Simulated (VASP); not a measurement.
Set up this calculation in VASP 6.6.1, as the native input.

| Quantity | Value |
| --- | --- |
| Task | single point |
| Functional | PBE |
| Dispersion | D3(BJ) |
| Potentials or basis | VASP PAW PBE potentials, release 64 (C) |
| Cutoff | 520 eV |
| k mesh | 14 × 10 × 8 |
| Occupations | gaussian, width 0.03 eV |
| Spin | no spin polarisation |
| Dipole correction | no |
| Further INCAR settings | ALGO = Normal; EDIFF = 1e-06; NBANDS = 16 |

The structure of C lies in POSCAR:

```
C
1.0
   -1.2327815062      2.1341012746      0.0000000000
   -1.2327815062      0.0000000000     -3.3978816559
   -3.6983445185     -2.1341012746      0.0000000000
C
4
Direct
    0.2422634171      0.0314312708      0.9088229324
    0.7578263827     -0.0314312708      0.4244804676
    0.2496785891      0.0010594786      0.5830988535
    0.7502316111     -0.0010594786      0.0835977465
```

This cell differs from its parent crystal: atoms displaced along a vibrational mode.

These files were run (other wordings do the same):

INCAR

```
SYSTEM = C
ALGO = Normal
EDIFF = 1E-6
ENCUT = 520
GGA = PE
ISIF = 2
ISMEAR = 0
IVDW = 12
LASPH = .TRUE.
LCHARG = .FALSE.
LREAL = .FALSE.
LWAVE = .FALSE.
NBANDS = 16
NELM = 80
PREC = Accurate
SIGMA = 0.03
```

KPOINTS

```
k-points
0
G
  14 10 8
  0 0 0
```

Potentials or basis: VASP PAW PBE potentials, release 64 (C).

The run is started by

```sh
$ cat potpaw_PBE.64/C/POTCAR > POTCAR
$ mpirun -np 1 vasp_std > vasp.out
```

Results of the run:

```yaml
Pressure: -1.0 GPa
Largest_force: 1.466 eV/Å
Dispersion_energy_per_atom: -0.154 eV
```

Caveat: the cell differs from its parent crystal (atoms displaced along a vibrational mode); forces of over 1 eV/Å act on the atoms, so gaps and moduli don't describe the material at rest.

Run time: 3.5 min on 1 thread of Intel(R) Xeon(R) Platinum 8259CL CPU @ 2.50GHz (Skylake/Cascade Lake), with other jobs on the host, peak memory 0.33 GiB.
